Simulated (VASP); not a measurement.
# GaSb (I-4m2) in VASP: notebook, part 2 of 2

VASP 6.6.1.

## 3. Single point, PBE

Input file INCAR:

```
SYSTEM = GaSb
PREC = Accurate ; ENCUT = 520
EDIFF = 1E-6 ; ISMEAR = 0
SIGMA = 0.15 ; LREAL = .False.
LASPH = .True. ; NELM = 100
ALGO = Normal ; ISIF = 2
LWAVE = .False. ; LCHARG = .False.
GGA = PE ; NBANDS = 16
```

Input file KPOINTS:

```
regular mesh
0
Gamma
  16 16 16
  0 0 0
```

Input file POSCAR:

```
GaSb
1.0
   -2.7657340133      2.7657340133      1.6601500000
    2.7657340133     -2.7657340133      1.6601500000
    2.7657340133      2.7657340133     -1.6601500000
Ga Sb
1 1
Direct
    0.2500000000      0.7500000000      0.5000000000
    0.0000000000      0.0000000000      0.0000000000
```

Potentials or basis: VASP PAW PBE potentials, release 64 (Ga_d, Sb).

On the command line:

```bash
> cat potpaw_PBE.64/Ga_d/POTCAR potpaw_PBE.64/Sb/POTCAR > POTCAR
> mpirun -np 1 vasp_std > vasp.out
```

OUTCAR:

```text
SYSTEM = GaSb
   PREC = Accurate
   ENCUT = 520
   EDIFF = 1E-6
   ISMEAR = 0
   LREAL = .False.
   LASPH = .True.
   NELM = 100
   ISIF = 2
   GGA = PE

 ion  position               nearest neighbor table
   1  0.250  0.750  0.500-   2 2.89   2 2.89   2 2.89   2 2.89
   2  0.000  0.000  0.000-   1 2.89   1 2.89   1 2.89   1 2.89

  LATTYP: Found a body centered tetragonal cell.
 ALAT       =     5.5314680266
 C/A-ratio  =     0.6002565655

  Lattice vectors:

[... 644 lines left out ...]

  FORCE on cell =-STRESS in cart. coord.  units (eV):
  Direction    XX          YY          ZZ          XY          YZ          ZX
  --------------------------------------------------------------------------------------
  -------------------------------------------------------------------------------------
  Total       -0.4274956     -0.4274956     -0.9661742      0.0000000      0.0000000      0.0000000
  in kB      -13.4838559    -13.4838559    -30.4745892      0.0000000      0.0000000      0.0000000
  external PRESSURE =     -19.1474337 kB  Pullay stress =       0.0000000 kB

 VOLUME and BASIS-vectors are now :
 -----------------------------------------------------------------------------
  energy-cutoff  :      520.00
  volume of cell :       50.80
      direct lattice vectors                 reciprocal lattice vectors
    -2.765734013  2.765734013  1.660150000     0.000000000  0.180783834  0.301177604
     2.765734013 -2.765734013  1.660150000     0.180783834  0.000000000  0.301177604
     2.765734013  2.765734013 -1.660150000     0.180783834  0.180783834  0.000000000

 POSITION                                       TOTAL-FORCE (eV/Angst)
 -----------------------------------------------------------------------------------
      2.76573     -0.00000      0.83008        -0.000000     -0.000000     -0.000000
      0.00000      0.00000      0.00000         0.000000      0.000000      0.000000
 -----------------------------------------------------------------------------------
    total drift:                                0.000000     -0.000000     -0.000000

  FREE ENERGIE OF THE ION-ELECTRON SYSTEM (eV)
  ---------------------------------------------------
  free  energy   TOTEN  =        -6.9687468777 eV

  energy  without entropy=       -6.9596243739  energy(sigma->0) =       -6.96418563
```

OSZICAR:

```text
N       E                     dE             d eps       ncg     rms          rms(c)
DAV:   1     0.827654313595E+02    0.82765E+02   -0.82454E+03 11176   0.144E+03
DAV:   2    -0.800344433510E+00   -0.83566E+02   -0.80852E+02 13152   0.316E+02
DAV:   3    -0.688259813403E+01   -0.60823E+01   -0.60567E+01 13648   0.635E+01
DAV:   4    -0.698757716213E+01   -0.10498E+00   -0.10496E+00 13504   0.925E+00
DAV:   5    -0.699002208872E+01   -0.24449E-02   -0.24449E-02 14408   0.127E+00    0.226E+00
DAV:   6    -0.697197801175E+01    0.18044E-01   -0.37805E-02 14616   0.301E+00    0.127E+00
DAV:   7    -0.696876548918E+01    0.32125E-02   -0.13128E-02 16136   0.115E+00    0.232E-01
DAV:   8    -0.696872692209E+01    0.38567E-04   -0.17486E-03 14320   0.510E-01    0.369E-02
DAV:   9    -0.696874690939E+01   -0.19987E-04   -0.12011E-04 14464   0.926E-02    0.203E-02
DAV:  10    -0.696874687775E+01    0.31639E-07   -0.65424E-06 14224   0.212E-02
   1 F= -.69687469E+01 E0= -.69641856E+01  d E =-.912250E-02
```

Run time: 2.6 min. Hardware: 1 thread of Intel Xeon 8259CL, shared host; peak memory 0.41 GiB.

What came out:

| Property | Result |
| --- | --- |
| Free energy | -6.9687 eV |
| Pressure | -1.9 GPa |
| Band gap on the k mesh | zero (bands 9 and 10 overlap by 4.67 eV) |

Caveat: spin-orbit coupling is left out, which moves the levels of the heavy elements.

## 4. Single point, PBE

This run uses another cell than the first one, of 25.78 Å³/atom.

Input file INCAR:

```
SYSTEM = GaSb
PREC = Accurate
ENCUT = 520
EDIFF = 1E-6
ISMEAR = 0
SIGMA = 0.15
LREAL = .False.
LASPH = .True.
NELM = 100
ALGO = Normal
ISIF = 2
LWAVE = .False.
LCHARG = .False.
GGA = PE
NBANDS = 16
```

KPOINTS is that of step 3.

Input file POSCAR:

```
GaSb
1.0
   -2.9040000000      2.9040000000      1.5284000000
    2.9040000000     -2.9040000000      1.5284000000
    2.9040000000      2.9040000000     -1.5284000000
Ga Sb
1 1
Direct
    0.2500000000      0.7500000000      0.5000000000
    0.0000000000      0.0000000000      0.0000000000
```

On the command line:

```bash
> cat potpaw_PBE.64/Ga_d/POTCAR potpaw_PBE.64/Sb/POTCAR > POTCAR
> mpirun -np 1 vasp_std > vasp.out
```

Run time: 4 min. Hardware: 1 thread of Intel Xeon 8259CL, shared host; peak memory 0.44 GiB.

It converged, with:

```
Free energy            : -6.9324 eV
Pressure               : -2.7 GPa
Band gap on the k mesh : zero (bands 9 and 10 overlap by 3.86 eV)
```

Stress tensor (GPa, compression positive):
```
-3.95  0.00  0.00
 0.00 -3.95  0.00
 0.00  0.00 -0.08
```

Levels at points of the mesh, in eV from the Fermi level:
```
           k point  band 7  band 8  band 9  band 10  band 11  band 12
(0.00, 0.00, 0.00)   -3.95   -2.03   -2.03     3.26     5.93     6.13
(0.50, 0.00, 0.00)   -5.09   -2.58   -1.16    -0.95     2.65     2.93
(0.50, 0.50, 0.00)   -7.71   -0.45    1.19     1.52     1.63     5.51
(0.50, 0.50, 0.50)   -6.05   -4.63   -4.63     4.81     6.44     8.67
```

Caveat: spin-orbit coupling is left out, which moves the levels of the heavy elements.

## 5. The runs side by side

| cell | gap on the mesh (eV) | pressure (GPa) |
| --- | --- | --- |
| a = 4.330 Å, angles 97.4, 97.4, 137.9°, 2 atoms | none | -2.3 |
| a = 4.249 Å, angles 98.8, 98.8, 134.0°, 2 atoms | none | -1.9 |
| a = 4.382 Å, angles 97.0, 97.0, 139.2°, 2 atoms | none | -2.7 |

Alike in all rows: task single point; level PBE; potentials or basis VASP PAW PBE potentials, release 64 (Ga_d, Sb); no spin polarisation; k mesh 16 × 16 × 16; cutoff (eV) 520; smearing gaussian 0.15 eV.

Caveats: spin-orbit coupling is left out, which moves the levels of the heavy elements.

Absolute energies hang on the potentials; compare differences alone.
